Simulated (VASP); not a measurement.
Runs of VASP 6.6.1 on HfTa4F. The structure is that of space group F-43m (No. 216), or close to it. The cells are those of the table. 

| task | cell | k mesh | cutoff (eV) | gap on the mesh (eV) | pressure (GPa) |
| --- | --- | --- | --- | --- | --- |
| relaxation of cell and atoms | relaxed from a = 5.302 Å, angles 60.0°, 6 atoms | 4 × 4 × 4 | 600 | none | 0.0 |
| single point | a = 5.302 Å, angles 60.0°, 6 atoms | 4 × 4 × 4 | 520 | none | (a) |
| single point | a = 5.552 Å, angles 60.0°, 6 atoms | 4 × 4 × 4 | 520 | none | 0.2 |
| single point | a = 5.546 Å, angles 60.0°, 6 atoms | 8 × 8 × 8 | 520 | none | -0.1 |

Alike in all rows: level PBE; potentials or basis VASP PAW PBE potentials, release 64 (Hf_pv, Ta_pv, F); no spin polarisation; smearing gaussian 0.1 eV.

Task: Estimate the missing entries.

Result: (a) 22.3.

Caveats: some runs use coarse meshes; spin-orbit coupling is left out, which moves the levels of the heavy elements; an odd number of electrons without spin polarisation forces a metal; a magnetic or distorted state may lie lower.

A k mesh can miss the band edges, and the runs leave out spin-orbit coupling on Hf, Ta.

A gap of «none» marks levels without a gap at the run's occupations.
